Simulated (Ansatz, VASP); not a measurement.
**Ga in VASP and in Ansatz**

File INCAR:

```
SYSTEM = Ga
ALGO = Normal ; EDIFF = 1E-7
ENCUT = 520 ; GGA = RP
ISIF = 2 ; ISMEAR = -1
LASPH = .TRUE. ; LCHARG = .FALSE.
LREAL = .FALSE. ; LWAVE = .FALSE.
NBANDS = 12 ; NELM = 100
PREC = Accurate ; SIGMA = 0.1
```

The input KPOINTS:

```
k-points
0
G
  14 14 14
  0 0 0
```

The input POSCAR:

```
Ga
1.0
    0.0000000000      2.0536459747      2.0536459747
    2.0536459747      0.0000000000      2.0536459747
    2.0536459747      2.0536459747      0.0000000000
Ga
1
Direct
    0.0000000000      0.0000000000      0.0000000000
```

Input for Ansatz:

```yaml
crystal:
  lattice:
    - [0.0, 2.0536459747, 2.0536459747]
    - [2.0536459747, 0.0, 2.0536459747]
    - [2.0536459747, 2.0536459747, 0.0]
  atoms:
    - { symbol: Ga, position: [0.0, 0.0, 0.0] }
hamiltonian:
  xc: rpbe
  pseudopotentials:
    kind: paw
    azcp:
      Ga: "pseudopotentials/Ga.paw.azcp"
basis:
  ecutwfc: 420
  fft_grid_basis: typed
kpoints:
  mp_grid: { grid: [14, 14, 14], shift: [0, 0, 0] }
magnetization:
  spin_polarized: false
scf:
  occupations: { method: fermi_dirac, width: 0.1 }
  lower_state_search: "off"
output:
  stress: true
```

Alike in both runs: task single point; functional RPBE; k mesh 14 × 14 × 14; occupations fermi-dirac, width 0.1 eV; no spin polarisation.

```csv
,VASP,Ansatz
version,VASP 6.6.1,Ansatz 0.2.0
potentials or method,"VASP PAW PBE potentials, release 64 (Ga_d), cutoff 520 eV","plane waves (420 eV) with PAW, scalar-relativistic"
valence electrons in the cell,13,13
```

Ansatz gave:

* pressure (GPa): 7.5

Problem. What did VASP give for the same quantities?

Solution. Pressure (GPa): 7.6.

VASP's potentials were made for PBE, not for RPBE. With one functional, cell and mesh, what is left measures potentials, basis and numerics.
